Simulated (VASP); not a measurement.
Runs of VASP 6.6.1 on Nb3O. The structure is that of space group Pm-3n (No. 223), or close to it. The cells are those of the table. 

```csv
task,cell,k mesh,cutoff (eV),smearing,gap on the mesh (eV),pressure (GPa),relaxed volume (Å³/atom)
single point,"a = 4.914 Å, 8 atoms",8 × 8 × 8,520,fermi-dirac 0.15 eV,none,-0.1,-
single point,"a = 4.898 Å, 8 atoms",4 × 4 × 4,520,gaussian 0.1 eV,none,0.0,-
relaxation of cell and atoms,"relaxed from a = 4.780 Å, 8 atoms",4 × 4 × 4,600,gaussian 0.1 eV,none,-0.3,(a)
electric field gradients,"a = 4.914 Å, 8 atoms",8 × 8 × 8,520,fermi-dirac 0.15 eV,none,-0.1,-
relaxation of cell and atoms,"relaxed from a = 4.910 Å, 8 atoms",8 × 8 × 8,600,fermi-dirac 0.15 eV,none,0.0,14.82
```

Alike in all rows: level PBEsol; potentials or basis VASP PAW PBE potentials, release 64 (Nb_sv, O); no spin polarisation.

Question: Estimate the missing entries.

Answer: (a) 14.72.

Caveats: the PAW data sets were made with another functional, which shifts forces and pressure a little.

A k mesh can miss the band edges, and the runs leave out spin-orbit coupling on Nb.

A gap of «none» marks levels without a gap at the run's occupations.
